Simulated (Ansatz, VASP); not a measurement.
# CdS3: VASP beside Ansatz

```
CELL_PARAMETERS angstrom
7.12543 0.00000 0.00000
-3.56271 6.17080 0.00000
0.00000 0.00000 3.54409
ATOMIC_POSITIONS crystal
Cd 0.66667 0.33333 0.25000
Cd 0.33333 0.66667 0.75000
S 0.16169 0.32201 0.25000
S 0.83969 0.16169 0.75000
S 0.67799 0.83969 0.25000
S 0.83831 0.67799 0.75000
S 0.16031 0.83831 0.25000
S 0.32201 0.16031 0.75000
```

Change from the starting cell: species swapped into the PrBr3 type (P6_3/m, No. 176).

Alike in both runs: functional PBE; k mesh 3 × 3 × 4; occupations gaussian, width 0.1 eV; no spin polarisation.

Ansatz relaxed the structure, and its values are those at the end. VASP's run is a single point on that final structure, the one shown.

|  | VASP | Ansatz |
| --- | --- | --- |
| version | VASP 6.6.1 | Ansatz 0.2.0 |
| potentials or method | VASP PAW PBE potentials, release 64 (Cd, S), cutoff 500 eV | scalar-relativistic, plane waves, PAW |
| valence electrons in the cell | 60 | 76 |

|  | VASP | Ansatz | Ansatz less VASP |
| --- | --- | --- | --- |
| gap on the k mesh at the Fermi level (eV) | none | none | - |
| pressure (GPa) | 0.1 | 0.0 | -0.13 |
| rms of the force components (eV/Å) | 0.009 | 0.004 | -0.0043 |

A gap of «none» marks a metal or a gap that the smearing closes. With one functional, cell and mesh, what is left measures potentials, basis and numerics. VASP's potentials hold 60 valence electrons a cell and Ansatz's 76, so a difference there can come from the potentials and not from the codes.

The k mesh is coarse, so the values compare programs but aren't converged.
